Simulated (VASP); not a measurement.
Crystal: LiH.

```
Li H
1.0
     0.00000    2.14512    2.14512
     2.14512    0.00000    2.14512
     2.14512    2.14512    0.00000
Li H
1 1
Cartesian
  0.0000 0.0000 0.0000
  1.0726 1.0726 1.0726
```

Program: VASP 6.6.1. Alike in all runs: task single point; potentials or basis VASP PAW PBE potentials, release 64 (Li_sv, H); no spin polarisation; cell as given; cutoff (eV) 520; smearing gaussian 0.01 eV. Hardware: 1 thread of AMD EPYC 7R43 64-Core Processor (Zen 3), on a shared host.

Q: Order these runs on this cell by their wall time, lowest first.
A. level HSE06; k mesh 6 × 6 × 6; grid for exact exchange (PRECFOCK) Normal; screening parameter 0.2079 1/Å
B. level PBE; k mesh 6 × 6 × 6
C. level r2SCAN; k mesh 6 × 6 × 6
D. level PBE; k mesh 10 × 10 × 10
E. level PBE0; k mesh 6 × 6 × 6; grid for exact exchange (PRECFOCK) Normal

A: B (6.6 s), D (14 s), C (40 s), E (160 s), A (340 s).

Caveats: some runs use coarse meshes.
